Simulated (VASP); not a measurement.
Runs of VASP 6.6.1 on Ir. The structure is that of space group I4/mmm (No. 139), or close to it. The cells are those of the table. 

| cell | gap on the mesh (eV) | pressure (GPa) |
| --- | --- | --- |
| a = 2.519, b = 2.519, c = 2.715 Å, angles 57.4, 57.4, 65.2°, 1 atom | none | (b) |
| a = 2.615, b = 2.615, c = 2.715 Å, angles 58.7, 58.7, 62.5°, 1 atom | none | 48.9 |
| a = 2.567, b = 2.567, c = 2.715 Å, angles 58.1, 58.1, 63.9°, 1 atom | none | (a) |
| a = 2.926, b = 2.926, c = 2.715 Å, angles 62.4, 62.4, 55.3°, 1 atom | none | -25.7 |
| a = 2.898, b = 2.898, c = 2.715 Å, angles 62.1, 62.1, 55.9°, 1 atom | none | -23.3 |

Alike in all rows: task single point; level PBE; potentials or basis VASP PAW PBE potentials, release 64 (Ir); no spin polarisation; k mesh 22 × 22 × 22; cutoff (eV) 520; smearing gaussian 0.15 eV.

Question: Estimate the missing entries.

Answer: (a) 77.0; (b) 112.4.

Caveats: spin-orbit coupling is left out, which moves the levels of the heavy elements; the stress differs along the axes, from 89 to 160 GPa (at least some runs); the stress differs along the axes, from 38 to 71 GPa (at least some runs); the stress differs along the axes, from 59 to 112 GPa (at least some runs); the stress differs along the axes, from -47 to -15 GPa (at least some runs); the stress differs along the axes, from -44 to -13 GPa (at least some runs).

A k mesh can miss the band edges, and the runs leave out spin-orbit coupling on Ir.

A gap of «none» marks levels without a gap at the run's occupations.
